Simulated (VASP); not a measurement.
Set up this calculation in VASP 6.6.1, as the native input.

```yaml
Task: single point
Functional: PBEsol
Potentials_or_basis: VASP PAW PBE potentials, release 64 (Zn, Se)
Cutoff: 520 eV
k_mesh: 6 × 6 × 6
Occupations: gaussian, width 0.02 eV
Spin: no spin polarisation
Dipole_correction: no
Further_INCAR_settings: ALGO = Normal; EDIFF = 1e-06; NBANDS = 60
```

The structure of ZnSe2 lies in POSCAR:

```
ZnSe2
1.0
    6.1456303717      0.0000000000      0.0000000000
    0.0000000000      6.2747670651      0.0000000000
    0.0000000000      0.0000000000      6.2741240852
Zn Se
4 8
Direct
    0.5000000000      0.5000000000      0.0000000000
    0.5000000000      0.0000000000      0.5000000000
    0.0000000000      0.5000000000      0.5000000000
    0.0000000000      0.0000000000      0.0000000000
    0.1105140418      0.8900082503      0.3902636590
    0.8894859582      0.3900082503      0.1097363410
    0.3894859582      0.1099917497      0.8902636590
    0.6105140418      0.6099917497      0.6097363410
    0.8894859582      0.1099917497      0.6097363410
    0.1105140418      0.6099917497      0.8902636590
    0.6105140418      0.8900082503      0.1097363410
    0.3894859582      0.3900082503      0.3902636590
```

One way to write it, as run:

INCAR

```
SYSTEM = ZnSe2
PREC = Accurate ; ENCUT = 520
EDIFF = 1E-6 ; ISMEAR = 0
SIGMA = 0.02 ; LREAL = .FALSE.
LASPH = .TRUE. ; NELM = 100
ALGO = Normal ; ISIF = 2
LWAVE = .FALSE. ; LCHARG = .FALSE.
GGA = PS ; NBANDS = 60
```

KPOINTS

```
regular mesh
0
G
  6 6 6
  0 0 0
```

Potentials or basis: VASP PAW PBE potentials, release 64 (Zn, Se).

The run is started by

```bash
$ cat potpaw_PBE.64/Zn/POTCAR potpaw_PBE.64/Se/POTCAR > POTCAR
$ mpirun -np 1 vasp_std > vasp.out
```

Results of the run:

The pressure is 0.6 GPa. The largest force is 0.024 eV/Å. The band gap on the k mesh is 0.64 eV (least direct gap 0.77 eV).

Caveat: the PAW data sets were made with another functional, which shifts forces and pressure a little.

Wall time 16 min on 1 thread of Oxide Virtual Turin-like Processor, on a shared host, peak memory 0.73 GiB.
